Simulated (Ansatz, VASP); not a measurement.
## Two plane-wave programs on MoS2

```
Mo S
1.0
     3.28116    0.00000    0.00000
    -1.64058    2.84156    0.00000
     0.00000    0.00000    6.23857
Mo S
1 2
Direct
  0.00000 0.00000 0.50000
  0.33333 0.66667 0.25932
  0.66667 0.33333 0.74068
```

Alike in both runs: task single point; functional r2SCAN; k mesh 4 × 4 × 2; no spin polarisation.

|  | VASP | Ansatz |
| --- | --- | --- |
| version | VASP 6.6.1 | Ansatz 0.2.0 |
| potentials or method | VASP PAW PBE potentials, release 64 (Mo_sv, S) | plane waves, PAW |
| plane-wave cutoff (eV) | 520 | 500 |
| occupations | gaussian, width 0.1 eV | gaussian |
| valence electrons in the cell | 26 | 26 |

VASP gave:

| Item | Value |
| --- | --- |
| gap on the k mesh at the Fermi level (eV) | none |
| pressure (GPa) | 0.1 |
| rms of the force components (eV/Å) | 0.037 |

**Question.** What did Ansatz give for the same quantities?

**Answer.** gap on the k mesh at the Fermi level (eV): none; pressure (GPa): 0.1; rms of the force components (eV/Å): 0.035.

VASP's potentials were made for PBE, not for r2SCAN. Atom by atom the forces differ by 0.002 eV/Å (rms over components). A gap of «none» marks a metal or a gap that the smearing closes.

The k mesh is coarse, so the values compare programs but aren't converged.
